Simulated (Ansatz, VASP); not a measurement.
## One calculation of HfN, two programs

```xyz
2
Lattice="0.0000 2.4548 2.4548 2.4548 0.0000 2.4548 2.4548 2.4548 0.0000" Properties=species:S:1:pos:R:3 pbc="T T T"
Hf    0.0000    0.0000    0.0000
N     3.6822    3.6822    3.6822
```

Alike in both runs: task single point; functional LDA; k mesh 12 × 12 × 12; no spin polarisation.

|  | VASP | Ansatz |
| --- | --- | --- |
| version | VASP 6.6.1 | Ansatz 0.2.0 |
| potentials or method | VASP PAW LDA potentials, release 64 (Hf_pv, N), cutoff 520 eV | plane waves, PAW |
| occupations | fermi-dirac, width 0.1 eV | fermi-dirac |
| valence electrons in the cell | 15 | 31 |

```tsv
	VASP	Ansatz	Ansatz less VASP
pressure (GPa)	-9.8	-9.5	+0.35
```

LDA's correlation is that of Perdew and Zunger in VASP and of Perdew and Wang (1992) in Ansatz. VASP's potentials hold 15 valence electrons a cell and Ansatz's 31, so a difference there can come from the potentials and not from the codes.

Spin-orbit coupling is off throughout.
